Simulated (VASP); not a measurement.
Set up this calculation in VASP 6.6.1, as the native input.

```yaml
Task: single point
Functional: PBE
Potentials_or_basis: VASP PAW PBE potentials, release 64 (Li_sv, Be, F)
Cutoff: 520 eV
k_mesh: 8 × 6 × 6
Occupations: gaussian, width 0.02 eV
Spin: no spin polarisation
Dipole_correction: no
Further_INCAR_settings: ALGO = Normal; EDIFF = 1e-06; NBANDS = 21
```

The structure of LiBeF3 lies in POSCAR:

```
LiBeF3
1.0
    2.7402876660      0.0000000000      0.0000000000
    0.0000000000      2.5893739888      3.9139124144
    0.0000000000     -2.5893739888      3.9139124144
Li Be F
1 1 3
Direct
    0.5000000000      0.6906371366      0.6906371366
    0.0000000000      0.0543744319      0.0543744319
    0.0000000000      0.9080056664      0.4052869189
    0.0000000000      0.4052869189      0.9080056664
    0.5000000000      0.9410228191      0.9410228191
```

This cell differs from its parent crystal: volume scaled by 0.94, then relaxed in part.

The input as run:

INCAR

```
SYSTEM = LiBeF3
PREC = Accurate ; ENCUT = 520
EDIFF = 1E-6 ; ISMEAR = 0
SIGMA = 0.02 ; LREAL = .False.
LASPH = .True. ; NELM = 80
ALGO = Normal ; ISIF = 2
LWAVE = .False. ; LCHARG = .False.
GGA = PE ; NBANDS = 21
```

KPOINTS

```
regular mesh
0
Gamma
  8 6 6
  0 0 0
```

Potentials or basis: VASP PAW PBE potentials, release 64 (Li_sv, Be, F).

Run with:

```console
$ cat potpaw_PBE.64/Li_sv/POTCAR potpaw_PBE.64/Be/POTCAR potpaw_PBE.64/F/POTCAR > POTCAR
$ mpirun -np 1 vasp_std > vasp.out
```

It gave:

```yaml
Largest_force: 0.034 eV/Å
Band_gap_on_the_k_mesh: 7.68 eV, indirect (least direct gap 7.72 eV)
```

It took 94 s on 1 thread of AMD EPYC 7R43 64-Core Processor (Zen 3), on a shared host, peak memory 0.16 GiB.
